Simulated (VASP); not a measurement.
# TlBr (Pm-3m) in VASP: a series of runs

Runs on TlBr. Level: PBE. Tasks: single point.

Program: VASP 6.6.1. These are calculated values, not measurements. Logs are shortened: lines on timing, memory, paths and dates and some standing lists are left out, and cuts for length are marked.

**1. The cell of the first run**

Symmetry: Pm-3m, No. 221, cubic system. Conventional cell: a = 3.945 Å, b = 3.945 Å, c = 3.945 Å, α = 90.00°, β = 90.00°, γ = 90.00°. Within 4.5 Å of Tl (site symmetry m-3m) lie 8 Br at 3.42 Å and 6 Tl at 3.95 Å. Within 4.5 Å of Br (site symmetry m-3m) lie 8 Tl at 3.42 Å and 6 Br at 3.95 Å.

**2. Single point, PBE**

INCAR reads:

```
SYSTEM = TlBr
  PREC = Accurate
  ENCUT = 500
  EDIFF = 1E-6
  ISMEAR = 0
  SIGMA = 0.01
  LREAL = .FALSE.
  LASPH = .TRUE.
  NELM = 120
  ALGO = Normal
  ISIF = 2
  LWAVE = .FALSE.
  LCHARG = .FALSE.
  GGA = PE
  NBANDS = 17
  GGA_COMPAT = .FALSE.
```

KPOINTS reads:

```
Automatic mesh
0
G
  4 4 4
  0 0 0
```

POSCAR reads:

```
TlBr
1.0
    3.9451843068      0.0000000000      0.0000000000
    0.0000000000      3.9451843068      0.0000000000
    0.0000000000      0.0000000000      3.9451843068
Tl Br
1 1
Direct
    0.0000000000      0.0000000000      0.0000000000
    0.5000000000      0.5000000000      0.5000000000
```

Potentials or basis: VASP PAW PBE potentials, release 64 (Tl_d, Br).

Command:

```bash
cat potpaw_PBE.64/Tl_d/POTCAR potpaw_PBE.64/Br/POTCAR > POTCAR
mpirun -np 1 vasp_std > vasp.out
```

OUTCAR:

```text
SYSTEM = TlBr
   PREC = Accurate
   ENCUT = 500
   EDIFF = 1E-6
   ISMEAR = 0
   LREAL = .FALSE.
   LASPH = .TRUE.
   NELM = 120
   ISIF = 2
   GGA = PE

 ion  position               nearest neighbor table
   1  0.000  0.000  0.000-   2 3.42   2 3.42   2 3.42   2 3.42   2 3.42   2 3.42   2 3.42   2 3.42

   2  0.500  0.500  0.500-   1 3.42   1 3.42   1 3.42   1 3.42   1 3.42   1 3.42   1 3.42   1 3.42

  LATTYP: Found a simple cubic cell.
 ALAT       =     3.9451843068

  Lattice vectors:

 A1 = (   3.9451843068,   0.0000000000,   0.0000000000)
 A2 = (   0.0000000000,   3.9451843068,   0.0000000000)
 A3 = (   0.0000000000,   0.0000000000,   3.9451843068)

Analysis of symmetry for initial positions (statically):
=====================================================================
 Subroutine PRICEL returns:
 Original cell was already a primitive cell.

 Routine SETGRP: Setting up the symmetry group for a
 simple cubic supercell.

 Subroutine GETGRP returns: Found 48 space group operations
 (whereof 48 operations were pure point group operations)
 out of a pool of 48 trial point group operations.

The static configuration has the point symmetry O_h .

Analysis of symmetry for dynamics (positions and initial velocities):
=====================================================================
 Subroutine PRICEL returns:
 Original cell was already a primitive cell.

 Routine SETGRP: Setting up the symmetry group for a
 simple cubic supercell.

 Subroutine GETGRP returns: Found 48 space group operations
 (whereof 48 operations were pure point group operations)
 out of a pool of 48 trial point group operations.

The dynamic configuration has the point symmetry O_h .

 Subroutine INISYM returns: Found 48 space group operations
 (whereof 48 operations are pure point group operations),
 and found     1 'primitive' translations

----------------------------------------------------------------------------------------

                                     Primitive cell

  volume of cell :      61.4047

  direct lattice vectors                    reciprocal lattice vectors
     3.945184307  0.000000000  0.000000000     0.253473583  0.000000000  0.000000000
     0.000000000  3.945184307  0.000000000     0.000000000  0.253473583  0.000000000
     0.000000000  0.000000000  3.945184307     0.000000000  0.000000000  0.253473583

  length of vectors
     3.945184307  3.945184307  3.945184307     0.253473583  0.253473583  0.253473583

[... 64 lines left out ...]
   NELM   =    120;   NELMIN=  2; NELMDL= -5     # of ELM steps
   EDIFF  = 0.1E-05   stopping-criterion for ELM
   LREAL  =      F    real-space projection
   EDIFFG = 0.1E-04   stopping-criterion for IOM
   NSW    =      0    number of steps for IOM
   IBRION =     -1    ionic relax: 0-MD 1-quasi-New 2-CG
   NFREE  =      0    steps in history (QN), initial steepest desc. (CG)
   ISIF   =      2    stress and relaxation
   ISYM   =      2    0-nonsym 1-usesym 2-fastsym
   POTIM  = 0.5000    time-step for ionic-motion
   TEBEG  =    0.0;   TEEND  =   0.0 temperature during run
   PSTRESS=    0.0 pullay stress
   NELECT =      20.0000    total number of electrons
   NUPDOWN=      -1.0000    fix difference up-down
   EMIN   =  10.00;   EMAX   =-10.00  energy-range for DOS
   EFERMI =   0.00;   METHOD = LEGACY
   ISMEAR =     0;   SIGMA  =   0.01  broadening in eV -4-tet -1-fermi 0-gaus
   EFERMI_NEDOS =   21; number of points for ismear=-14 and -15
   IALGO  =     38    algorithm
   IMIX   =      4    mixing-type and parameters
     AMIX     =   0.40;   BMIX     =  1.00
     AMIX_MAG =   1.60;   BMIX_MAG =  1.00
  volume/ion in A,a.u.               =      30.70       207.19
  Fermi-wavevector in a.u.,A,eV,Ry     =   1.126378  2.128546 17.262087  1.268728
  Thomas-Fermi vector in A             =   2.263060
   LORBIT       =      0    0 simple, 1 ext, 2 COOP (PROOUT), +10 PAW based schemes
   GGA     = PE    functional components
   LHFCALC =     F    Hartree Fock is set to
   AEXX    =    0.0000 exact exchange contribution
   IVDW    =     0    specifies the selected vdW correction
   LEPSILON=     F    determine dielectric tensor
   LRPA    =     F    only Hartree local field effects (RPA)
 non-spin polarized calculation
 Gauss-broadening in eV      SIGMA  =   0.01
  energy-cutoff  :      500.00
  volume of cell :       61.40
 maximum number of plane-waves:      1596
 NGX is ok and might be reduce to    30
   NGX = 15   NGY = 15   NGZ = 15

 number of electron      20.0000001 magnetization

 Free energy of the ion-electron system (eV)
  ---------------------------------------------------
  ext. energy  EPLUGINS =         0.00000000
  ---------------------------------------------------
  free energy    TOTEN  =        -5.50308033 eV

  energy without entropy =       -5.50308033  energy(sigma->0) =       -5.50308033

 E-fermi :   2.7706     XC(G=0):  -9.0922

 val. band max:        2.6827590568   @ k =   0.5000   0.0000   0.0000
 cond. band min:       4.4648597203   @ k =   0.5000   0.0000   0.0000
 fundamental gap:      1.7821006635
 Fermi energy:         2.7705861372

 k-point     1 :       0.0000    0.0000    0.0000
  band No.  band energies     occupation
      1     -11.2080      2.00000
      2      -7.4954      2.00000
      3      -7.4954      2.00000
      4      -7.3045      2.00000
      5      -7.3045      2.00000
      6      -7.3045      2.00000
[... 177 lines left out ...]
      4      -7.4540      2.00000
      5      -7.2442      2.00000
      6      -7.2442      2.00000
[... 9 lines left out ...]
     16      15.6587      0.00000
     17      19.1417      0.00000

------------------------ aborting loop because EDIFF is reached ----------------------------------------

  FORCE on cell =-STRESS in cart. coord.  units (eV):
  Direction    XX          YY          ZZ          XY          YZ          ZX
  --------------------------------------------------------------------------------------
  -------------------------------------------------------------------------------------
  Total        0.7910161      0.7910161      0.7910161     -0.0000000     -0.0000000     -0.0000000
  in kB       20.6392537     20.6392537     20.6392537     -0.0000000     -0.0000000     -0.0000000
  external PRESSURE =      20.6392537 kB  Pullay stress =       0.0000000 kB

 VOLUME and BASIS-vectors are now :
 -----------------------------------------------------------------------------
  energy-cutoff  :      500.00
  volume of cell :       61.40
      direct lattice vectors                 reciprocal lattice vectors
     3.945184307  0.000000000  0.000000000     0.253473583  0.000000000  0.000000000
     0.000000000  3.945184307  0.000000000     0.000000000  0.253473583  0.000000000
     0.000000000  0.000000000  3.945184307     0.000000000  0.000000000  0.253473583

 POSITION                                       TOTAL-FORCE (eV/Angst)
 -----------------------------------------------------------------------------------
      0.00000      0.00000      0.00000         0.000000      0.000000      0.000000
      1.97259      1.97259      1.97259         0.000000      0.000000      0.000000
 -----------------------------------------------------------------------------------
    total drift:                                0.000000     -0.000000     -0.000000

  FREE ENERGIE OF THE ION-ELECTRON SYSTEM (eV)
  ---------------------------------------------------
  free  energy   TOTEN  =        -5.5030803292 eV

  energy  without entropy=       -5.5030803292  energy(sigma->0) =       -5.50308033
```

Wall time 9.7 s (1 thread of Intel Xeon Platinum 8375C at 2.90GHz (Ice Lake), shared host); peak memory 0.16 GiB.

What came out:

- Free energy: -5.5031 eV
- Pressure: 2.1 GPa
- Band gap on the k mesh: 1.78 eV, direct

Levels at points of the mesh, in eV from the valence-band top:
```tsv
k point	band 7	band 8	band 9	band 10	band 11	band 12	band 13	band 14
(0.00, 0.00, 0.00)	-4.73	-1.42	-1.42	-1.42	6.93	6.93	7.31	7.31
(0.50, 0.00, 0.00)	-5.71	-0.89	-0.89	0.00	1.78	5.75	5.75	7.90
(0.50, 0.50, 0.00)	-3.82	-3.12	-3.12	-0.81	4.89	4.89	7.45	7.67
(0.50, 0.50, 0.50)	-2.76	-2.05	-2.05	-2.05	2.02	2.02	2.02	12.98
```

Caveat: spin-orbit coupling is left out, which moves the levels of the heavy elements. A k mesh can miss the band edges.

**3. Single point, PBE**

INCAR reads:

```
PREC = Accurate
ENCUT = 500
EDIFF = 1E-6
ISMEAR = 0
SIGMA = 0.01
LREAL = F
LASPH = T
NELM = 120
ALGO = Normal
ISIF = 2
LWAVE = F
LCHARG = F
GGA = PE
NBANDS = 17
GGA_COMPAT = F
```

KPOINTS reads:

```
Automatic mesh
0
Gamma
  4 4 4
```

POSCAR is that of step 2.

Potentials or basis: VASP PAW PBE potentials, release 64 (Tl_d, Br).

Command:

```bash
cat potpaw_PBE.64/Tl_d/POTCAR potpaw_PBE.64/Br/POTCAR > POTCAR
mpirun -np 1 vasp_std > vasp.out
```

Run time: 9.1 s. Hardware: 1 thread of Intel Xeon Platinum 8375C at 2.90GHz (Ice Lake), shared host; peak memory 0.16 GiB.

Results (log left out):

```yaml
Free_energy: -5.5031 eV
Pressure: 2.1 GPa
Band_gap_on_the_k_mesh: 1.78 eV, direct
```

Levels at points of the mesh, in eV from the valence-band top:
```tsv
k point	band 7	band 8	band 9	band 10	band 11	band 12	band 13	band 14
(0.00, 0.00, 0.00)	-4.73	-1.42	-1.42	-1.42	6.93	6.93	7.31	7.31
(0.50, 0.00, 0.00)	-5.71	-0.89	-0.89	0.00	1.78	5.75	5.75	7.90
(0.50, 0.50, 0.00)	-3.82	-3.12	-3.12	-0.81	4.89	4.89	7.45	7.67
(0.50, 0.50, 0.50)	-2.76	-2.05	-2.05	-2.05	2.02	2.02	2.02	12.98
```

Caveat: spin-orbit coupling is left out, which moves the levels of the heavy elements.

(Continued in part 2 of 2.)
